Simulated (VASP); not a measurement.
Be2C:

```
C Be
1.0
     0.00000    2.12080    2.12080
     2.12080    0.00000    2.12080
     2.12080    2.12080    0.00000
C Be
1 2
Direct
  0.00000 0.00000 0.00000
  0.75000 0.75000 0.75000
  0.25000 0.25000 0.25000
```

This cell differs from its parent crystal: volume scaled by 0.94.

Base run:

| Property | Result |
| --- | --- |
| Program | VASP 6.6.1 |
| Functional | PBE |
| Potentials or basis | VASP PAW PBE potentials, release 64 (C, Be) |
| Cutoff | 600 eV |
| k mesh | 11 × 11 × 11 |
| Occupations | fermi-dirac, width 0.05 eV |
| Spin | no spin polarisation |

Its results: band gap on the k mesh 1.28 eV, indirect (least direct gap 4.24 eV); pressure 13.9 GPa.

The run is repeated on the same cell with these changes: functional from PBE to PBEsol. What comes out?

Band gap on the k mesh 1.18 eV, indirect (least direct gap 4.20 eV); pressure 11.5 GPa.

PBEsol binds more tightly than PBE, so the same cell stands under less pressure.

Caveats: the PAW data sets were made with another functional, which shifts forces and pressure a little (some runs).

A k mesh can miss the band edges.
